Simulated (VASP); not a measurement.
## Ge: single point with PBEsol

Ge:

```
CELL_PARAMETERS angstrom
-2.56301 2.56301 1.39666
2.56301 -2.56301 1.39666
2.56301 2.56301 -1.39666
ATOMIC_POSITIONS crystal
Ge 0.22315 0.72315 0.50000
Ge 0.52685 0.52685 0.00000
```

This cell differs from its parent crystal: atoms displaced along a vibrational mode.

- Program: VASP 6.6.1
- Task: single point
- Functional: PBEsol
- Potentials or basis: VASP PAW PBE potentials, release 64 (Ge_d)
- Cutoff: 520 eV
- k mesh: 24 × 24 × 24
- Occupations: gaussian, width 0.15 eV
- Spin: no spin polarisation

```yaml
Pressure: -0.1 GPa
Largest_force: 0.094 eV/Å
Band_gap_on_the_k_mesh: zero (bands 14 and 15 overlap by 5.60 eV)
```

Forces in eV/Å, atoms in the order of the input:
```
Ge   0.000  0.000  0.094
Ge   0.000  0.000 -0.094
```

Stress tensor (GPa, compression positive):
```
-1.92  0.00  0.00
 0.00  1.42  0.00
 0.00  0.00  0.29
```

Levels at points of the mesh, in eV from the Fermi level:
```
           k point  band 11  band 12  band 13  band 14  band 15  band 16  band 17  band 18
(0.00, 0.00, 0.00)   -13.39    -3.98    -2.42    -2.26     3.25     7.52     7.89     8.18
(0.50, 0.00, 0.00)    -7.99    -6.68    -2.46    -2.02    -1.08     2.02     3.74     5.30
(0.50, 0.00, 0.50)    -8.17    -6.21    -2.78    -2.01    -1.63     2.83     3.49     5.88
(0.50, 0.50, 0.00)   -10.61   -10.61     0.64     0.64     1.97     1.97     7.51     7.51
(0.50, 0.50, 0.50)    -8.92    -8.84    -6.01    -5.94     5.61     6.73    11.03    11.35
```

Wall time 8.3 min on 1 thread of Intel(R) Xeon(R) 6975P-C (Granite Rapids), with other jobs on the host, peak memory 1.1 GiB.

Caveat: the cell differs from its parent crystal (atoms displaced along a vibrational mode); the PAW data sets were made with another functional, which shifts forces and pressure a little.
